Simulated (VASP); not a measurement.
# AgIr2 (Immm) in VASP: single point with PBE

Aim: the single point of AgIr2 with PBE.

All numbers are computed with VASP 6.6.1; they aren't measurements. Logs are shortened: lines on timing, memory, paths and dates and some standing lists are left out, and cuts for length are marked.

## (1) The cell of the first run

It takes space group Immm (No. 71, orthorhombic). Conventional cell: a = 2.751 Å, b = 3.792 Å, c = 9.306 Å, α = 90.00°, β = 90.00°, γ = 90.00°. Ag (site symmetry mmm) has 2 Ag at 2.75 Å and 10 Ir at 2.88 to 2.94 Å within 3.6 Å. Within 3.4 Å of Ir (site symmetry mm2) lie 6 Ir at 2.59 to 2.75 Å and 5 Ag at 2.88 to 2.94 Å.

## (2) Single point, PBE

INCAR reads:

```
ALGO     = Fast           # electronic algorithm
EDIFF    = 1E-6           # SCF threshold, eV
ENCUT    = 520            # plane-wave cutoff, eV
GGA      = PE             # functional
ISIF     = 2              # what is computed and relaxed
ISMEAR   = 0              # smearing method
LASPH    = True           # aspherical terms in the spheres
LCHARG   = False          # write CHGCAR
LREAL    = False          # projectors in reciprocal space
LWAVE    = False          # write WAVECAR
NBANDS   = 22             # bands
NELM     = 60             # most SCF steps
PREC     = Accurate       # precision mode
SIGMA    = 0.1            # smearing width, eV
```

KPOINTS reads:

```
k-points
0
Gamma
  20 20 20
```

POSCAR reads:

```
AgIr2
1.0
   -1.3755472610      1.8957885266      4.6530417509
    1.3755472610     -1.8957885266      4.6530417509
    1.3755472610      1.8957885266     -4.6530417509
Ag Ir
1 2
Direct
    0.0000000000      0.0000000000      0.0000000000
    0.6906675077      0.6906675077      0.0000000000
    0.3093324923      0.3093324923      0.0000000000
```

Potentials or basis: VASP PAW PBE potentials, release 64 (Ag, Ir).

Command:

```sh
$ cat potpaw_PBE.64/Ag/POTCAR potpaw_PBE.64/Ir/POTCAR > POTCAR
$ mpirun -np 1 vasp_std > vasp.out
```

OUTCAR:

```text
EDIFF = 1E-6
   ENCUT = 520
   GGA = PE
   ISIF = 2
   ISMEAR = 0
   LASPH = True
   LREAL = False
   NELM = 60
   PREC = Accurate

 ion  position               nearest neighbor table
   1  0.000  0.000  0.000-   2 2.88   3 2.88   2 2.94   3 2.94   2 2.94   2 2.94   2 2.94   3 2.94
                             3 2.94   3 2.94
   2  0.691  0.691  0.000-   3 2.59   3 2.59   3 2.59   3 2.59   1 2.88   1 2.94   1 2.94   1 2.94
                             1 2.94
   3  0.309  0.309  0.000-   2 2.59   2 2.59   2 2.59   2 2.59   1 2.88   1 2.94   1 2.94   1 2.94
                             1 2.94

  LATTYP: Found a body centered orthorhombic cell.
 ALAT       =     2.7510945220
 B/A-ratio  =     1.3782067548
 C/A-ratio  =     3.3826840290

  Lattice vectors:

 A1 = (  -1.3755472610,   1.8957885266,   4.6530417509)
 A2 = (   1.3755472610,  -1.8957885266,   4.6530417509)
 A3 = (   1.3755472610,   1.8957885266,  -4.6530417509)

Analysis of symmetry for initial positions (statically):
=====================================================================
 Subroutine PRICEL returns:
 Original cell was already a primitive cell.

 Routine SETGRP: Setting up the symmetry group for a
 body centered orthorhombic supercell.

 Subroutine GETGRP returns: Found  8 space group operations
 (whereof  8 operations were pure point group operations)
 out of a pool of  8 trial point group operations.

The static configuration has the point symmetry D_2h.

Analysis of symmetry for dynamics (positions and initial velocities):
=====================================================================
 Subroutine PRICEL returns:
 Original cell was already a primitive cell.

 Routine SETGRP: Setting up the symmetry group for a
 body centered orthorhombic supercell.

 Subroutine GETGRP returns: Found  8 space group operations
 (whereof  8 operations were pure point group operations)
 out of a pool of  8 trial point group operations.

The dynamic configuration has the point symmetry D_2h.

 Subroutine INISYM returns: Found  8 space group operations
 (whereof  8 operations are pure point group operations),
 and found     1 'primitive' translations

----------------------------------------------------------------------------------------

                                     Primitive cell

  volume of cell :      48.5358

  direct lattice vectors                    reciprocal lattice vectors
    -1.375547261  1.895788527  4.653041751     0.000000000  0.263742497  0.107456590
     1.375547261 -1.895788527  4.653041751     0.363491691  0.000000000  0.107456590
     1.375547261  1.895788527 -4.653041751     0.363491691  0.263742497  0.000000000

  length of vectors
     5.209313001  5.209313001  5.209313001     0.284792949  0.379042383  0.449094995

  position of ions in fractional coordinates (direct lattice)
     0.000000000  0.000000000  0.000000000
     0.690667508  0.690667508  0.000000000
     0.309332492  0.309332492  0.000000000

  ion indices of the primitive-cell ions
   primitive index   ion index
                 1           1
                 2           2
                 3           3

----------------------------------------------------------------------------------------

 KPOINTS: k-points

Automatic generation of k-mesh.
 Grid dimensions read from file:
 generate k-points for:   20   20   20

 Generating k-lattice:

  Cartesian coordinates                     Fractional coordinates (reciprocal lattice)
     0.000000000  0.013187125  0.005372830     0.050000000  0.000000000  0.000000000
     0.018174585  0.000000000  0.005372830    -0.000000000  0.050000000  0.000000000
     0.018174585  0.013187125  0.000000000    -0.000000000  0.000000000  0.050000000

  Length of vectors
     0.014239647  0.018952119  0.022454750

  Shift w.r.t. Gamma in fractional coordinates (k-lattice)
     0.000000000  0.000000000  0.000000000

 Subroutine IBZKPT returns following result:
 ===========================================

 Found   1166 irreducible k-points:

 Following reciprocal coordinates:
            Coordinates               Weight
  0.000000  0.000000  0.000000      1.000000
  0.050000  0.000000  0.000000      4.000000
  0.100000  0.000000  0.000000      4.000000
  0.150000  0.000000  0.000000      4.000000
  0.200000  0.000000  0.000000      4.000000
  0.250000  0.000000 -0.000000      4.000000
[... 16 lines left out ...]
 -0.450000  0.050000  0.000000      8.000000
 -0.400000  0.050000  0.000000      8.000000
 [... further k-points ...]
   k-points           NKPTS =   1166   k-points in BZ     NKDIM =   1166   number of bands    NBANDS=     22
   number of dos      NEDOS =    301   number of ions     NIONS =      3
   total plane-waves  NPLWV =  64000
   dimension x,y,z NGX =    40 NGY =   40 NGZ =   40
   dimension x,y,z NGXF=    80 NGYF=   80 NGZF=   80
   ions per type =               1   2
   NGX,Y,Z   is equivalent  to a cutoff of  12.77, 12.77, 12.77 a.u.
   NGXF,Y,Z  is equivalent  to a cutoff of  25.53, 25.53, 25.53 a.u.
 SYSTEM =  unknown system
   PREC   = accura    normal or accurate (medium, high low for compatibility)
   ISTART =      0    job   : 0-new  1-cont  2-samecut
   ICHARG =      2    charge: 1-file 2-atom 10-const
   ISPIN  =      1    spin polarized calculation?
   LNONCOLLINEAR =      F non collinear calculations
   LSORBIT =      F    spin-orbit coupling
   LASPH  =      T    aspherical Exc in radial PAW
   ENCUT  =  520.0 eV  38.22 Ry    6.18 a.u.   9.69  9.69  9.69*2*pi/ulx,y,z
   NELM   =     60;   NELMIN=  2; NELMDL= -5     # of ELM steps
   EDIFF  = 0.1E-05   stopping-criterion for ELM
   LREAL  =      F    real-space projection
   EDIFFG = 0.1E-04   stopping-criterion for IOM
   NSW    =      0    number of steps for IOM
   IBRION =     -1    ionic relax: 0-MD 1-quasi-New 2-CG
   NFREE  =      0    steps in history (QN), initial steepest desc. (CG)
   ISIF   =      2    stress and relaxation
   ISYM   =      2    0-nonsym 1-usesym 2-fastsym
   POTIM  = 0.5000    time-step for ionic-motion
   TEBEG  =    0.0;   TEEND  =   0.0 temperature during run
   PSTRESS=    0.0 pullay stress
   NELECT =      29.0000    total number of electrons
   NUPDOWN=      -1.0000    fix difference up-down
   EMIN   =  10.00;   EMAX   =-10.00  energy-range for DOS
   EFERMI =   0.00;   METHOD = LEGACY
   ISMEAR =     0;   SIGMA  =   0.10  broadening in eV -4-tet -1-fermi 0-gaus
   EFERMI_NEDOS =   21; number of points for ismear=-14 and -15
   IALGO  =     68    algorithm
   IMIX   =      4    mixing-type and parameters
     AMIX     =   0.40;   BMIX     =  1.00
     AMIX_MAG =   1.60;   BMIX_MAG =  1.00
  volume/ion in A,a.u.               =      16.18       109.18
  Fermi-wavevector in a.u.,A,eV,Ry     =   1.378860  2.605667 25.868128  1.901254
  Thomas-Fermi vector in A             =   2.503882
   LORBIT       =      0    0 simple, 1 ext, 2 COOP (PROOUT), +10 PAW based schemes
   GGA     = PE    functional components
   LHFCALC =     F    Hartree Fock is set to
   AEXX    =    0.0000 exact exchange contribution
   IVDW    =     0    specifies the selected vdW correction
   LEPSILON=     F    determine dielectric tensor
   LRPA    =     F    only Hartree local field effects (RPA)
 non-spin polarized calculation
 RMM-DIIS sequential band-by-band and
 Gauss-broadening in eV      SIGMA  =   0.10
  energy-cutoff  :      520.00
  volume of cell :       48.54
 maximum number of plane-waves:      1328
   NGX = 19   NGY = 19   NGZ = 19

 number of electron      29.0000001 magnetization

 Free energy of the ion-electron system (eV)
  ---------------------------------------------------
  ext. energy  EPLUGINS =         0.00000000
  ---------------------------------------------------
  free energy    TOTEN  =       -19.26182042 eV

  energy without entropy =      -19.24761127  energy(sigma->0) =      -19.25471584

 E-fermi :   8.5127     XC(G=0): -12.9083

 val. band max:        8.5121389692   @ k =  -0.2000   0.1000   0.0500
 cond. band min:       8.5128048914   @ k =  -0.3500   0.2500   0.0000
 fundamental gap:      0.0006659222
 Fermi energy:         8.5127229312

 k-point     1 :       0.0000    0.0000    0.0000
  band No.  band energies     occupation
      1      -0.9038      2.00000
      2       1.9832      2.00000
      3       2.7120      2.00000
      4       3.4276      2.00000
      5       3.7714      2.00000
      6       3.8249      2.00000
[... 14 lines left out ...]
     21      17.8301      0.00000
     22      19.9798      0.00000

 k-point     2 :       0.0500    0.0000    0.0000
  band No.  band energies     occupation
      1      -0.8644      2.00000
      2       1.9886      2.00000
      3       2.7088      2.00000
      4       3.4329      2.00000
      5       3.7496      2.00000
      6       3.8210      2.00000
[... 14 lines left out ...]
     21      18.6487      0.00000
     22      20.3088      0.00000

 k-point     3 :       0.1000    0.0000    0.0000
  band No.  band energies     occupation
      1      -0.7475      2.00000
      2       2.0021      2.00000
      3       2.6961      2.00000
      4       3.4348      2.00000
      5       3.6999      2.00000
      6       3.8146      2.00000
[... 14 lines left out ...]
     21      19.6129      0.00000
     22      21.1286      0.00000
[... 476 lines left out ...]
 k-point    23 :      -0.4500    0.0500    0.0000
  band No.  band energies     occupation
      1       1.3604      2.00000
      2       1.7068      2.00000
      3       2.4304      2.00000
      4       3.1522      2.00000
      5       3.9925      2.00000
      6       4.2350      2.00000
[... 14 lines left out ...]
     21      21.0126      0.00000
     22      23.6932      0.00000

 k-point    24 :      -0.4000    0.0500    0.0000
  band No.  band energies     occupation
      1       1.1145      2.00000
      2       1.7609      2.00000
      3       2.4571      2.00000
      4       3.2202      2.00000
      5       3.8803      2.00000
      6       4.1326      2.00000
[... 14 lines left out ...]
     21      21.6843      0.00000
     22      23.6956      0.00000

 [... further k-points ...]

------------------------ aborting loop because EDIFF is reached ----------------------------------------

  FORCE on cell =-STRESS in cart. coord.  units (eV):
  Direction    XX          YY          ZZ          XY          YZ          ZX
  --------------------------------------------------------------------------------------
  -------------------------------------------------------------------------------------
  Total        0.0816339      0.0528550      0.0108646     -0.0000000      0.0000000      0.0000000
  in kB        2.6947511      1.7447546      0.3586419     -0.0000000      0.0000000      0.0000000
  external PRESSURE =       1.5993825 kB  Pullay stress =       0.0000000 kB

 VOLUME and BASIS-vectors are now :
 -----------------------------------------------------------------------------
  energy-cutoff  :      520.00
  volume of cell :       48.54
      direct lattice vectors                 reciprocal lattice vectors
    -1.375547261  1.895788527  4.653041751     0.000000000  0.263742497  0.107456590
     1.375547261 -1.895788527  4.653041751     0.363491691  0.000000000  0.107456590
     1.375547261  1.895788527 -4.653041751     0.363491691  0.263742497  0.000000000

 POSITION                                       TOTAL-FORCE (eV/Angst)
 -----------------------------------------------------------------------------------
      0.00000      0.00000      0.00000         0.000000     -0.000000      0.000000
      0.00000      0.00000      6.42741         0.000000      0.000000     -0.024780
      0.00000      0.00000      2.87867        -0.000000     -0.000000      0.024780
 -----------------------------------------------------------------------------------
    total drift:                               -0.000000      0.000000     -0.000000

  FREE ENERGIE OF THE ION-ELECTRON SYSTEM (eV)
  ---------------------------------------------------
  free  energy   TOTEN  =       -19.2618204179 eV

  energy  without entropy=      -19.2476112708  energy(sigma->0) =      -19.25471584
```

Wall time 54 min (1 thread of AMD EPYC 7R32 (Zen 2), shared host); peak memory 1.2 GiB.

Results:

```yaml
Free_energy: -19.2618 eV
Pressure: 0.2 GPa
Largest_force: 0.025 eV/Å
Band_gap_on_the_k_mesh: zero (an odd number of electrons rules out a gap without spin polarisation)
```

Forces on the atoms (eV/Å):
```
Ag   0.000  0.000  0.000
Ir   0.000  0.000 -0.025
Ir   0.000  0.000  0.025
```

Caveat: spin-orbit coupling is left out, which moves the levels of the heavy elements.
